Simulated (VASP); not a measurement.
A run of VASP 6.6.1 is set up as follows.

Contents of INCAR:

```
SYSTEM = ZnS
PREC = Accurate ; ENCUT = 520
EDIFF = 1E-6 ; ISMEAR = 0
SIGMA = 0.01 ; LREAL = Auto
LASPH = .TRUE. ; NELM = 100
ALGO = Normal ; ISIF = 2
LWAVE = .FALSE. ; LCHARG = .FALSE.
GGA = PE ; NBANDS = 86
```

KPOINTS

```
regular mesh
0
G
  2 2 2
  0 0 0
```

POSCAR

```
ZnS
1.0
    0.0000000000      0.0000000000      6.3046430491
   -3.8440669358     -6.6581192403      0.0000000000
    7.6881338714     -0.0000000001      0.0000000000
Zn S
8 8
Direct
    0.0002666737      0.1666666667      0.8333333333
    0.0002666737      0.1666666667      0.3333333333
    0.0002666737      0.6666666667      0.8333333333
    0.0002666737      0.6666666667      0.3333333333
    0.5002666737      0.3333333333      0.1666666667
    0.5002666737      0.3333333333      0.6666666667
    0.5002666737      0.8333333333      0.1666666667
    0.5002666737      0.8333333333      0.6666666667
    0.3747333263      0.1666666667      0.8333333333
    0.3747333263      0.1666666667      0.3333333333
    0.3747333263      0.6666666667      0.8333333333
    0.3747333263      0.6666666667      0.3333333333
    0.8747333263      0.3333333333      0.1666666667
    0.8747333263      0.3333333333      0.6666666667
    0.8747333263      0.8333333333      0.1666666667
    0.8747333263      0.8333333333      0.6666666667
```

Potentials or basis: VASP PAW PBE potentials, release 64 (Zn, S).

Command:

```bash
$ cat potpaw_PBE.64/Zn/POTCAR potpaw_PBE.64/S/POTCAR > POTCAR
$ mpirun -np 1 vasp_std > vasp.out
```

Predict the pressure.

0.3 GPa.

What does it give for the band gap on the k mesh?

2.08 eV.

Forces on the atoms (eV/Å):
```
Zn   0.000  0.000  0.014
Zn   0.000  0.000  0.014
Zn   0.000  0.000  0.014
Zn   0.000  0.000  0.014
Zn   0.000  0.000  0.014
Zn   0.000  0.000  0.014
Zn   0.000  0.000  0.014
Zn   0.000  0.000  0.014
S    0.000  0.000 -0.014
S    0.000  0.000 -0.014
S    0.000  0.000 -0.014
S    0.000  0.000 -0.014
S    0.000  0.000 -0.014
S    0.000  0.000 -0.014
S    0.000  0.000 -0.014
S    0.000  0.000 -0.014
```

Caveat: the k points lie up to 0.50 Å⁻¹ apart.
